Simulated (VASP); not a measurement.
# TiO2 (P4_2/mnm) in VASP: relaxation of cell and atoms with LDA

Aim: the relaxation of cell and atoms of TiO2 with LDA.

All numbers are computed with VASP 6.6.1; they aren't measurements. Logs are shortened: lines on timing, memory, paths and dates and some standing lists are left out, and cuts for length are marked.

## Step 1: The cell of the first run

It takes space group P4_2/mnm (No. 136, tetragonal). Conventional cell: a = 4.592 Å, b = 4.592 Å, c = 2.957 Å, α = 90.00°, β = 90.00°, γ = 90.00°. Ti (site symmetry mmm) has 6 O at 1.95 to 1.98 Å within 2.6 Å. Within 2.6 Å of O (site symmetry m2m) lie 3 Ti at 1.95 to 1.98 Å and 1 O at 2.53 Å.

## Step 2: Relaxation of cell and atoms, LDA

The input, INCAR:

```
PREC = Accurate
ENCUT = 600
EDIFF = 1E-6
ISMEAR = 0
SIGMA = 0.02
LREAL = False
LASPH = True
NELM = 100
ALGO = Normal
ISIF = 3
LWAVE = False
LCHARG = False
IBRION = 2
NSW = 100
EDIFFG = -0.002
```

The input, KPOINTS:

```
Automatic mesh
0
Gamma
  6 6 10
```

The input, POSCAR:

```
TiO2
1.0
    4.5922000000      0.0000000000      0.0000000000
    0.0000000000      4.5922000000      0.0000000000
    0.0000000000      0.0000000000      2.9574000000
Ti O
2 4
Direct
    0.0000000000      0.0000000000      0.0000000000
    0.5000000000      0.5000000000      0.5000000000
    0.3049600000      0.3049600000      0.0000000000
    0.1950400000      0.8049600000      0.5000000000
    0.6950400000      0.6950400000      0.0000000000
    0.8049600000      0.1950400000      0.5000000000
```

Potentials or basis: VASP PAW LDA potentials, release 64 (Ti_sv, O).

Command:

```sh
> cat potpaw_LDA.64/Ti_sv/POTCAR potpaw_LDA.64/O/POTCAR > POTCAR
> mpirun -np 1 vasp_std > vasp.out
```

OUTCAR:

```text
PREC = Accurate
   ENCUT = 600
   EDIFF = 1E-6
   ISMEAR = 0
   LREAL = False
   LASPH = True
   NELM = 100
   ISIF = 3
   IBRION = 2
   NSW = 100
   EDIFFG = -0.002

 ion  position               nearest neighbor table
   1  0.000  0.000  0.000-   4 1.95   6 1.95   4 1.95   6 1.95   5 1.98   3 1.98
   2  0.500  0.500  0.500-   3 1.95   5 1.95   3 1.95   5 1.95   4 1.98   6 1.98
   3  0.305  0.305  0.000-   2 1.95   2 1.95   1 1.98
   4  0.195  0.805  0.500-   1 1.95   1 1.95   2 1.98
   5  0.695  0.695  0.000-   2 1.95   2 1.95   1 1.98
   6  0.805  0.195  0.500-   1 1.95   1 1.95   2 1.98

  LATTYP: Found a simple tetragonal cell.
 ALAT       =     4.5922000000
 C/A-ratio  =     0.6440050520

  Lattice vectors:

 A1 = (   4.5922000000,   0.0000000000,   0.0000000000)
 A2 = (   0.0000000000,   4.5922000000,   0.0000000000)
 A3 = (   0.0000000000,   0.0000000000,   2.9574000000)

Analysis of symmetry for initial positions (statically):
=====================================================================
 Subroutine PRICEL returns:
 Original cell was already a primitive cell.

 Routine SETGRP: Setting up the symmetry group for a
 simple tetragonal supercell.

 Subroutine GETGRP returns: Found 16 space group operations
 (whereof  8 operations were pure point group operations)
 out of a pool of 16 trial point group operations.

The static configuration has the point symmetry D_2h.
 The point group associated with its full space group is D_4h.

Analysis of symmetry for dynamics (positions and initial velocities):
=====================================================================
 Subroutine PRICEL returns:
 Original cell was already a primitive cell.

 Routine SETGRP: Setting up the symmetry group for a
 simple tetragonal supercell.

 Subroutine GETGRP returns: Found 16 space group operations
 (whereof  8 operations were pure point group operations)
 out of a pool of 16 trial point group operations.

The dynamic configuration has the point symmetry D_2h.
 The point group associated with its full space group is D_4h.

 Subroutine INISYM returns: Found 16 space group operations
 (whereof  8 operations are pure point group operations),
 and found     1 'primitive' translations

----------------------------------------------------------------------------------------

                                     Primitive cell

  volume of cell :      62.3665
[... 119 lines left out ...]
  Fermi-wavevector in a.u.,A,eV,Ry     =   1.500277  2.835112 30.624403  2.250830
  Thomas-Fermi vector in A             =   2.611798
   LORBIT       =      0    0 simple, 1 ext, 2 COOP (PROOUT), +10 PAW based schemes
   GGA     = CA    functional components
   LHFCALC =     F    Hartree Fock is set to
   AEXX    =    0.0000 exact exchange contribution
   IVDW    =     0    specifies the selected vdW correction
   LEPSILON=     F    determine dielectric tensor
   LRPA    =     F    only Hartree local field effects (RPA)
 conjugate gradient relaxation of ions
 non-spin polarized calculation
 Gauss-broadening in eV      SIGMA  =   0.02
  energy-cutoff  :      600.00
  volume of cell :       62.37
 maximum number of plane-waves:      2102
 NGX is ok and might be reduce to    40
   NGX = 19   NGY = 19   NGZ = 11

--------------------------------------- Ionic step        1  -------------------------------------------

 number of electron      47.9999988 magnetization

 Free energy of the ion-electron system (eV)
  ---------------------------------------------------
  ext. energy  EPLUGINS =         0.00000000
  ---------------------------------------------------
  free energy    TOTEN  =       -58.75162212 eV

  energy without entropy =      -58.75162212  energy(sigma->0) =      -58.75162212

------------------------ aborting loop because EDIFF is reached ----------------------------------------

  FORCE on cell =-STRESS in cart. coord.  units (eV):
  Direction    XX          YY          ZZ          XY          YZ          ZX
  --------------------------------------------------------------------------------------
  -------------------------------------------------------------------------------------
  Total       -2.3965854     -2.3965854     -3.4488550      0.0000000      0.0000000      0.0000000
  in kB      -61.5675440    -61.5675440    -88.6000284      0.0000000      0.0000000      0.0000000
  external PRESSURE =     -70.5783721 kB  Pullay stress =       0.0000000 kB
[... 101 lines left out ...]
  FREE ENERGIE OF THE ION-ELECTRON SYSTEM (eV)
  ---------------------------------------------------
  free  energy   TOTEN  =       -58.7918394829 eV

  energy  without entropy=      -58.7918394829  energy(sigma->0) =      -58.79183948

[... ionic steps 4 to 7 ...]

--------------------------------------- Ionic step        8  -------------------------------------------

 number of electron      48.0000001 magnetization

------------------------ aborting loop because EDIFF is reached ----------------------------------------
[... 75 lines left out ...]
--------------------------------------- Ionic step       10  -------------------------------------------

 number of electron      48.0000001 magnetization

 Free energy of the ion-electron system (eV)
  ---------------------------------------------------
  ext. energy  EPLUGINS =         0.00000000
  ---------------------------------------------------
  free energy    TOTEN  =       -58.79401528 eV

  energy without entropy =      -58.79401528  energy(sigma->0) =      -58.79401528

 E-fermi :   5.0978     XC(G=0): -12.1556

 val. band max:        4.8871510203   @ k =   0.0000   0.0000   0.0000
 cond. band min:       6.7036857990   @ k =   0.0000   0.0000   0.0000
 fundamental gap:      1.8165347787
 Fermi energy:         5.0977934301

 k-point     1 :       0.0000    0.0000    0.0000
  band No.  band energies     occupation
      1     -51.2072      2.00000
      2     -51.1854      2.00000
      3     -27.9500      2.00000
      4     -27.9500      2.00000
      5     -27.7568      2.00000
      6     -27.7568      2.00000
[... 733 lines left out ...]
     27       8.0682      0.00000
     28       8.0682      0.00000

 [... further k-points ...]

------------------------ aborting loop because EDIFF is reached ----------------------------------------

  FORCE on cell =-STRESS in cart. coord.  units (eV):
  Direction    XX          YY          ZZ          XY          YZ          ZX
  --------------------------------------------------------------------------------------
  -------------------------------------------------------------------------------------
  Total        0.0097527      0.0097527      0.0098069     -0.0000000      0.0000000      0.0000000
  in kB        0.2581104      0.2581104      0.2595456     -0.0000000      0.0000000      0.0000000
  external PRESSURE =       0.2585888 kB  Pullay stress =       0.0000000 kB
[... 21 lines left out ...]
  FREE ENERGIE OF THE ION-ELECTRON SYSTEM (eV)
  ---------------------------------------------------
  free  energy   TOTEN  =       -58.7940152802 eV

  energy  without entropy=      -58.7940152802  energy(sigma->0) =      -58.79401528

 reached required accuracy - stopping structural energy minimisation
```

Wall time 7.1 min (1 thread of Intel Xeon Platinum 8259CL at 2.50GHz (Skylake/Cascade Lake), shared host); peak memory 0.24 GiB.

Results:

| Item | Value |
| --- | --- |
| Free energy | -58.7940 eV |
| Relaxed volume | 10.09 Å³/atom |
| Relaxed cell | a = 4.552 Å, b = 4.552 Å, c = 2.922 Å, α = 90.00°, β = 90.00°, γ = 90.00° |
| Space group after relaxing (to 0.1 Å) | P4_2/mnm (No. 136) |
| Energy gained by relaxing | 7.1 meV/atom |
| Ionic steps | 10 |
| Pressure after relaxing | 0.0 GPa |
| Band gap on the k mesh | 1.82 eV |

The path:
```tsv
step	energy change (eV)	largest force (eV/Å)	pressure (GPa)	volume (Å³)
1	0.0000	0.0015	-7.06	62.37
2	0.0417	0.3951	11.32	58.32
3	-0.0402	0.1495	-0.08	60.66
4	-0.0402	0.1527	0.01	60.62
5	-0.0424	0.0155	0.03	60.53
6	-0.0424	0.0011	0.07	60.52
7	-0.0424	0.0022	0.09	60.52
8	-0.0424	0.0021	-0.09	60.57
9	-0.0424	0.0002	-0.04	60.54
10	-0.0424	0.0009	0.03	60.54
```

Final structure:
```
CELL_PARAMETERS angstrom
4.55194 0.00000 0.00000
0.00000 4.55194 0.00000
0.00000 0.00000 2.92172
ATOMIC_POSITIONS crystal
Ti 0.00000 0.00000 0.00000
Ti 0.50000 0.50000 0.50000
O 0.30385 0.30385 0.00000
O 0.19615 0.80385 0.50000
O 0.69615 0.69615 0.00000
O 0.80385 0.19615 0.50000
```

Levels at points of the mesh, in eV from the valence-band top:
```tsv
k point	band 22	band 23	band 24	band 25	band 26	band 27
(0.00, 0.00, 0.00)	-0.48	-0.48	0.00	1.82	2.10	2.40
(0.50, 0.00, 0.00)	-1.70	-0.79	-0.79	2.53	2.53	3.09
(0.50, 0.50, 0.00)	-1.32	-1.11	-1.11	1.86	1.86	2.54
(0.00, 0.00, 0.50)	-2.57	-1.47	-1.47	3.04	3.04	3.27
(0.50, 0.00, 0.50)	-2.15	-1.10	-1.10	1.86	1.86	3.29
(0.50, 0.50, 0.50)	-1.39	-0.68	-0.68	2.61	2.61	3.23
```

A k mesh can miss the band edges. Expect the measured gap to be larger: semilocal functionals such as LDA lack the derivative discontinuity.
